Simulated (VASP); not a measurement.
# Au in VASP: settings compared, part 2 of 2

VASP 6.6.1. Earlier steps stand in the parts before.

**3. Single point, LDA**

The input, INCAR:

```
SYSTEM = Au
PREC = Accurate ; ENCUT = 520
EDIFF = 1E-7 ; ISMEAR = -1
SIGMA = 0.05 ; LREAL = .False.
LASPH = .True. ; NELM = 80
ALGO = Normal ; ISIF = 2
LWAVE = .False. ; LCHARG = .False.
GGA = CA ; NBANDS = 18
```

The input, KPOINTS:

```
Automatic mesh
0
Gamma
  7 7 1
  0 0 0
```

The input, POSCAR:

```
Au
1.0
    4.4744400000      0.0000000000      0.0000000000
   -2.2372200000      3.8749800000      0.0000000000
    0.0000000000      0.0000000000     23.8000000000
Au
2
Direct
    0.3333300000      0.6666700000      0.2941200000
    0.6666700000      0.3333300000      0.2941200000
```

Potentials or basis: VASP PAW LDA potentials, release 64 (Au).

Run with:

```console
$ cat potpaw_LDA.64/Au/POTCAR > POTCAR
$ mpirun -np 1 vasp_std > vasp.out
```

OUTCAR:

```text
SYSTEM = Au
   PREC = Accurate
   ENCUT = 520
   EDIFF = 1E-7
   ISMEAR = -1
   LREAL = .False.
   LASPH = .True.
   NELM = 80
   ISIF = 2
   GGA = CA

 ion  position               nearest neighbor table
   1  0.333  0.667  0.294-   2 2.58   2 2.58   2 2.58
   2  0.667  0.333  0.294-   1 2.58   1 2.58   1 2.58

  LATTYP: Found a hexagonal cell.
 ALAT       =     4.4744400000
 C/A-ratio  =     5.3191013848

  Lattice vectors:

 A1 = (   4.4744400000,   0.0000000000,   0.0000000000)
 A2 = (  -2.2372200000,   3.8749800000,   0.0000000000)
 A3 = (   0.0000000000,   0.0000000000,  23.8000000000)

Analysis of symmetry for initial positions (statically):
=====================================================================
 Subroutine PRICEL returns:
 Original cell was already a primitive cell.

 Routine SETGRP: Setting up the symmetry group for a
 hexagonal supercell.

 Subroutine GETGRP returns: Found  8 space group operations
 (whereof  4 operations were pure point group operations)
[... 152 lines left out ...]
  ---------------------------------------------------
  free energy    TOTEN  =        -6.03817976 eV

  energy without entropy =       -6.03639443  energy(sigma->0) =       -6.03728709

 E-fermi :  -5.1088     XC(G=0):  -1.7913

 val. band max:       -5.3226255140   @ k =   0.4286   0.4286   0.0000
 cond. band min:      -4.8952432450   @ k =   0.4286   0.4286   0.0000
 fundamental gap:      0.4273822689
 Fermi energy:        -5.1088392400

 k-point     1 :       0.0000    0.0000    0.0000
  band No.  band energies     occupation
      1     -10.4929      2.00000
      2      -8.4963      2.00000
      3      -8.4963      2.00000
      4      -8.2007      2.00000
      5      -8.2005      2.00000
      6      -7.9425      2.00000
[... 313 lines left out ...]
      5      -7.7391      2.00000
      6      -7.3591      2.00000
[... 10 lines left out ...]
     17       3.3701      0.00000
     18       3.8512      0.00000

------------------------ aborting loop because EDIFF is reached ----------------------------------------

  FORCE on cell =-STRESS in cart. coord.  units (eV):
  Direction    XX          YY          ZZ          XY          YZ          ZX
  --------------------------------------------------------------------------------------
  -------------------------------------------------------------------------------------
  Total       -2.6834573     -2.6829370     -0.0279425      0.0004521      0.0000000      0.0000000
  in kB      -10.4188589    -10.4168390     -0.1084903      0.0017553      0.0000000      0.0000000
  external PRESSURE =      -6.9813961 kB  Pullay stress =       0.0000000 kB

 VOLUME and BASIS-vectors are now :
 -----------------------------------------------------------------------------
  energy-cutoff  :      520.00
  volume of cell :      412.65
      direct lattice vectors                 reciprocal lattice vectors
     4.474440000  0.000000000  0.000000000     0.223491655  0.129032924  0.000000000
    -2.237220000  3.874980000  0.000000000     0.000000000  0.258065848  0.000000000
     0.000000000  0.000000000 23.800000000     0.000000000  0.000000000  0.042016807

 POSITION                                       TOTAL-FORCE (eV/Angst)
 -----------------------------------------------------------------------------------
     -0.00002      2.58333      7.00006         0.000430     -0.000248      0.000000
      2.23724      1.29165      7.00006        -0.000430      0.000248      0.000000
 -----------------------------------------------------------------------------------
    total drift:                               -0.000000     -0.000000     -0.000013

  FREE ENERGIE OF THE ION-ELECTRON SYSTEM (eV)
  ---------------------------------------------------
  free  energy   TOTEN  =        -6.0381797568 eV

  energy  without entropy=       -6.0363944310  energy(sigma->0) =       -6.03728709
```

stdout:

```text
POSCAR found type information on POSCAR Au
 POSCAR found :  1 types and       2 ions
 scaLAPACK will be used
 LDA part: xc-table for (Slater(with rela. corr.)+CA(PZ))
 , standard interpolation
 POSCAR, INCAR and KPOINTS ok, starting setup
 FFT: planning ... GRIDC
 FFT: planning ... GRID_SOFT
 FFT: planning ... GRID
 WAVECAR not read
 entering main loop
```

Run time: 1.9 min. Hardware: 1 thread of Intel Xeon Platinum 8124M at 3.00GHz (Skylake/Cascade Lake), shared host; peak memory 0.42 GiB.

Results:

```
Free energy            : -6.0382 eV
Band gap on the k mesh : 0.43 eV
```

Caveat: spin-orbit coupling is left out, which moves the levels of the heavy elements.

**4. Single point, PBEsol**

The input, INCAR:

```
SYSTEM = Au
ALGO = Normal
EDIFF = 1E-6
ENCUT = 520
GGA = PS
ISIF = 2
ISMEAR = -1
LASPH = .TRUE.
LCHARG = .TRUE.
LELF = .TRUE.
LREAL = .FALSE.
LVHAR = .TRUE.
LWAVE = .FALSE.
NBANDS = 18
NELM = 80
PREC = Accurate
SIGMA = 0.05
```

The input, KPOINTS:

```
k-points
0
G
  7 7 1
  0 0 0
```

POSCAR is that of step 3.

Potentials or basis: VASP PAW PBE potentials, release 64 (Au).

Run with:

```console
$ cat potpaw_PBE.64/Au/POTCAR > POTCAR
$ mpirun -np 1 vasp_std > vasp.out
```

It took 1.8 min on 1 thread of Intel Xeon Platinum 8124M at 3.00GHz (Skylake/Cascade Lake), shared host; peak memory 0.55 GiB.

It converged, with:

```yaml
Free_energy: -5.3712 eV
Band_gap_on_the_k_mesh: 0.43 eV
```

Levels at points of the mesh, in eV from the valence-band top:
```csv
k point,band 8,band 9,band 10,band 11,band 12,band 13,band 14,band 15
"(0.00, 0.00, 0.00)",-2.11,-1.20,-1.20,-1.10,2.83,6.06,6.44,6.47
```

Caveat: the PAW data sets were made with another functional, which shifts forces and pressure a little; spin-orbit coupling is left out, which moves the levels of the heavy elements.

**5. Summary**

| level | potentials or basis | gap on the mesh (eV) |
| --- | --- | --- |
| PBE | VASP PAW PBE potentials, release 64 (Au) | 0.39 |
| LDA | VASP PAW LDA potentials, release 64 (Au) | 0.43 |
| PBEsol | VASP PAW PBE potentials, release 64 (Au) | 0.43 |

Alike in all rows: task single point; no spin polarisation; cell as given; k mesh 7 × 7 × 1; cutoff (eV) 520; smearing fermi-dirac 0.05 eV.

Caveats: spin-orbit coupling is left out, which moves the levels of the heavy elements; the PAW data sets were made with another functional, which shifts forces and pressure a little (at least some runs).

Absolute energies hang on the potentials; compare differences alone.
